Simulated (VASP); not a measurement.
# MoS2 (P6_3/mmc) in VASP: elastic constants with LDA

Aim: the elastic constants of MoS2 with LDA.

Everything below comes from runs of VASP 6.6.1. Logs are shortened: lines on timing, memory, paths and dates and some standing lists are left out, and cuts for length are marked.

**1. The cell of the first run**

Symmetry: P6_3/mmc, No. 194, hexagonal system. The conventional cell has a = 3.122 Å, b = 3.122 Å, c = 12.076 Å, α = 90.00°, β = 90.00°, γ = 120.00°. Mo (site symmetry -6m2) has 6 S at 2.38 Å and 6 Mo at 3.12 Å within 3.2 Å. Within 3.2 Å of S (site symmetry 3m) lie 3 Mo at 2.38 Å and 7 S at 3.11 to 3.12 Å.

**2. Elastic constants, LDA**

INCAR reads:

```
PREC     = Accurate       # precision mode
ENCUT    = 600            # plane-wave cutoff, eV
EDIFF    = 1E-8           # SCF threshold, eV
ISMEAR   = 0              # smearing method
SIGMA    = 0.01           # smearing width, eV
LREAL    = False          # projectors in reciprocal space
LASPH    = True           # aspherical terms in the spheres
NELM     = 100            # most SCF steps
ALGO     = Normal         # electronic algorithm
ISIF     = 3              # what is computed and relaxed
LWAVE    = False          # write WAVECAR
LCHARG   = False          # write CHGCAR
GGA      = CA             # functional
IBRION   = 6              # ionic algorithm
NFREE    = 2            
POTIM    = 0.015          # step
NSW      = 1              # ionic steps
```

KPOINTS reads:

```
regular mesh
0
Gamma
  6 6 2
```

POSCAR reads:

```
MoS2
1.0
    3.1221510143      0.0000000000      0.0000000000
   -1.5610755071      2.7038620928      0.0000000000
    0.0000000000      0.0000000000     12.0760714344
Mo S
2 4
Direct
    0.3333333333      0.6666666667      0.2500000000
    0.6666666667      0.3333333333      0.7500000000
    0.3333333333      0.6666666667      0.6212927937
    0.6666666667      0.3333333333      0.1212927937
    0.3333333333      0.6666666667      0.8787072063
    0.6666666667      0.3333333333      0.3787072063
```

Potentials or basis: VASP PAW LDA potentials, release 64 (Mo_sv, S).

Command:

```console
$ cat potpaw_LDA.64/Mo_sv/POTCAR potpaw_LDA.64/S/POTCAR > POTCAR
$ mpirun -np 1 vasp_std > vasp.out
```

OUTCAR:

```text
PREC = Accurate
   ENCUT = 600
   EDIFF = 1E-8
   ISMEAR = 0
   LREAL = False
   LASPH = True
   NELM = 100
   ISIF = 3
   GGA = CA
   IBRION = 6
   NFREE = 2
   POTIM = 0.015
   NSW = 1

 ion  position               nearest neighbor table
   1  0.333  0.667  0.250-   4 2.38   6 2.38   4 2.38   6 2.38   4 2.38   6 2.38
   2  0.667  0.333  0.750-   3 2.38   5 2.38   3 2.38   5 2.38   3 2.38   5 2.38
   3  0.333  0.667  0.621-   2 2.38   2 2.38   2 2.38
   4  0.667  0.333  0.121-   1 2.38   1 2.38   1 2.38
   5  0.333  0.667  0.879-   2 2.38   2 2.38   2 2.38
   6  0.667  0.333  0.379-   1 2.38   1 2.38   1 2.38

  LATTYP: Found a hexagonal cell.
 ALAT       =     3.1221510143
 C/A-ratio  =     3.8678691002

  Lattice vectors:

 A1 = (   3.1221510143,   0.0000000000,   0.0000000000)
 A2 = (  -1.5610755071,   2.7038620928,   0.0000000000)
 A3 = (   0.0000000000,   0.0000000000,  12.0760714344)

Analysis of symmetry for initial positions (statically):
=====================================================================
 Subroutine PRICEL returns:
 Original cell was already a primitive cell.

 Routine SETGRP: Setting up the symmetry group for a
 hexagonal supercell.

 Subroutine GETGRP returns: Found 24 space group operations
 (whereof 12 operations were pure point group operations)
 out of a pool of 24 trial point group operations.

The static configuration has the point symmetry D_3d.
 The point group associated with its full space group is D_6h.

Analysis of symmetry for dynamics (positions and initial velocities):
=====================================================================
 Subroutine PRICEL returns:
 Original cell was already a primitive cell.

 Routine SETGRP: Setting up the symmetry group for a
 hexagonal supercell.

 Subroutine GETGRP returns: Found 24 space group operations
 (whereof 12 operations were pure point group operations)
 out of a pool of 24 trial point group operations.

The dynamic configuration has the point symmetry D_3d.
[... 358 lines left out ...]

 E-fermi :   8.1799     XC(G=0): -11.3844

 val. band max:        8.0538721867   @ k =   0.0000   0.0000   0.0000
 cond. band min:       8.7900336124   @ k =   0.1667   0.1667   0.0000
 fundamental gap:      0.7361614257
 Fermi energy:         8.1799435466

 k-point     1 :       0.0000    0.0000    0.0000
  band No.  band energies     occupation
      1     -53.1160      2.00000
      2     -53.1107      2.00000
      3     -27.5122      2.00000
      4     -27.5040      2.00000
      5     -27.2173      2.00000
      6     -27.2173      2.00000
[... 498 lines left out ...]
  FREE ENERGIE OF THE ION-ELECTRON SYSTEM (eV)
  ---------------------------------------------------
  free  energy   TOTEN  =       -48.9579432003 eV

  energy  without entropy=      -48.9579432003  energy(sigma->0) =      -48.95794320

 INTERNAL STRAIN TENSORS FROM STRAINED CELLS
 ============================================

 INTERNAL STRAIN TENSOR FOR ION    1 for displacements in x,y,z  (eV/Angst):
          X           Y           Z          XY          YZ          ZX
  --------------------------------------------------------------------------------
  x    -0.00000     0.00000    -0.00000    -7.06562    -0.00000     0.00000
  y    -7.07631     7.08841     0.00000    -0.00006    -0.00006     0.00003
  z    -0.00000     0.00000    -0.00000    -0.00000    -0.00164    -0.00000

 INTERNAL STRAIN TENSORS FROM DISPLACED ATOMS
 ============================================

 INTERNAL STRAIN TENSOR FOR ION    1 for displacements in x,y,z  (eV/Angst):
          X           Y           Z          XY          YZ          ZX
  --------------------------------------------------------------------------------
  x    -0.00000     0.00000     0.00000    -7.06702     0.00000     0.00000
  y    -7.06702     7.06702    -0.00000     0.00000     0.00000     0.00000
  z    -0.00000    -0.00000     0.00000     0.00000    -0.00000     0.00000

 INTERNAL STRAIN TENSOR FOR ION    6 for displacements in x,y,z  (eV/Angst):
          X           Y           Z          XY          YZ          ZX
  --------------------------------------------------------------------------------
  x     0.00000    -0.00000     0.00000     3.60788    -0.00000   -14.66497
  y     3.60788    -3.60788     0.00000    -0.00000   -14.66497    -0.00000
  z   -10.67517   -10.67517   -29.41277    -0.00000     0.00000     0.00000

 Eigenvectors and eigenvalues of the dynamical matrix
 ----------------------------------------------------

   1 f  =   14.225876 THz    89.383816 2PiTHz  474.524150 cm-1    58.833470 meV
             X         Y         Z           dx          dy          dz
     -0.000000  1.802575  3.019018    -0.000000   -0.000000   -0.443805
      1.561076  0.901287  9.057054    -0.000000    0.000000    0.443805
     -0.000000  1.802575  7.502776    -0.000000   -0.000000   -0.389254
      1.561076  0.901287  1.464740     0.000000    0.000000    0.389254
     -0.000000  1.802575 10.611331    -0.000000   -0.000000   -0.389254
      1.561076  0.901287  4.573295     0.000000    0.000000    0.389254
[... 145 lines left out ...]
  18 f/i=    0.001365 THz     0.008578 2PiTHz    0.045539 cm-1     0.005646 meV
             X         Y         Z           dx          dy          dz
     -0.000000  1.802575  3.019018    -0.484360   -0.255207   -0.000000
      1.561076  0.901287  9.057054    -0.484360   -0.255207   -0.000000
     -0.000000  1.802575  7.502776    -0.279954   -0.147507   -0.000000
      1.561076  0.901287  1.464740    -0.279954   -0.147507   -0.000000
     -0.000000  1.802575 10.611331    -0.279954   -0.147507   -0.000000
      1.561076  0.901287  4.573295    -0.279954   -0.147507   -0.000000

--------------------------------------------------------------------------------------------------------

 ELASTIC MODULI CONTR FROM IONIC RELAXATION (kBar)
 Direction    XX          YY          ZZ          XY          YZ          ZX
 --------------------------------------------------------------------------------
 XX        -430.6186   -278.6221   -977.0683     -0.0000     -0.0000      0.0000
 YY        -278.6221   -430.6186   -977.0683     -0.0000      0.0000     -0.0000
 ZZ        -977.0683   -977.0683  -2692.0689     -0.0000      0.0000     -0.0000
 XY          -0.0000     -0.0000     -0.0000    -75.9983     -0.0000     -0.0000
 YZ          -0.0000      0.0000      0.0000      0.0000  -1358.8773     -0.0000
 ZX           0.0000     -0.0000     -0.0000     -0.0000     -0.0000  -1358.8771
 --------------------------------------------------------------------------------

 TOTAL ELASTIC MODULI (kBar)
 Direction    XX          YY          ZZ          XY          YZ          ZX
 --------------------------------------------------------------------------------
 XX        2452.3191    593.8435    115.2693      0.0000     -0.0000      0.0000
 YY         593.8435   2452.3191    115.2693      0.0000      0.0000     -0.0000
 ZZ         115.2693    115.2693    542.1699      0.0000      0.0000     -0.0000
 XY           0.0000      0.0000      0.0000    929.2378     -0.0000     -0.0000
 YZ          -0.0000      0.0000      0.0000      0.0000    204.1000      0.0000
 ZX           0.0000     -0.0000     -0.0000     -0.0000      0.0000    204.1002
 --------------------------------------------------------------------------------
```

OSZICAR:

```text
N       E                     dE             d eps       ncg     rms          rms(c)
DAV:   1     0.522222946577E+03    0.52222E+03   -0.31520E+04   956   0.179E+03
[... 296 lines left out ...]
DAV:   4    -0.489579544851E+02    0.43734E-04   -0.44332E-04  1082   0.934E-02    0.277E-02
DAV:   5    -0.489579446375E+02    0.98476E-05   -0.80454E-05  1083   0.504E-02    0.239E-02
DAV:   6    -0.489579439027E+02    0.73478E-06   -0.11606E-05  1038   0.167E-02    0.184E-02
DAV:   7    -0.489579432188E+02    0.68393E-06   -0.35104E-06  1080   0.101E-02    0.106E-02
DAV:   8    -0.489579432234E+02   -0.46357E-08   -0.12954E-06  1043   0.563E-03    0.161E-03
DAV:   9    -0.489579432027E+02    0.20740E-07   -0.14478E-07   952   0.180E-03    0.922E-04
DAV:  10    -0.489579432003E+02    0.23365E-08   -0.18885E-08   840   0.687E-04
  21 F= -.48957943E+02 E0= -.48957943E+02  d E =-.736853E-73
```

Run time: 46 min. Hardware: 1 thread of Oxide Virtual Turin-like, shared host; peak memory 0.35 GiB.

What came out:

| Property | Result |
| --- | --- |
| Voigt bulk modulus | 79 GPa |
| Highest phonon frequency at Γ, LO-TO splitting left out | 475 cm⁻¹ |

Phonon frequencies in cm⁻¹ (negative: imaginary):
| q point | frequencies |
| --- | --- |
| (0.000, 0.000, 0.000) | 0 0 0 35 35 56 288 288 290 290 388 388 389 389 409 414 471 475 |

Elastic tensor in Voigt notation (GPa, in the Cartesian axes of the cell as first typed):
```
245  59  12   0   0   0
 59 245  12   0   0   0
 12  12  54   0   0   0
  0   0   0  20   0   0
  0   0   0   0  20   0
  0   0   0   0   0  93
```

Clamped-ion elastic tensor (GPa):
```
288  87 109   0   0   0
 87 288 109   0   0   0
109 109 323   0   0   0
  0   0   0 156   0   0
  0   0   0   0 156   0
  0   0   0   0   0 101
```

Caveat: the k points lie up to 0.39 Å⁻¹ apart.
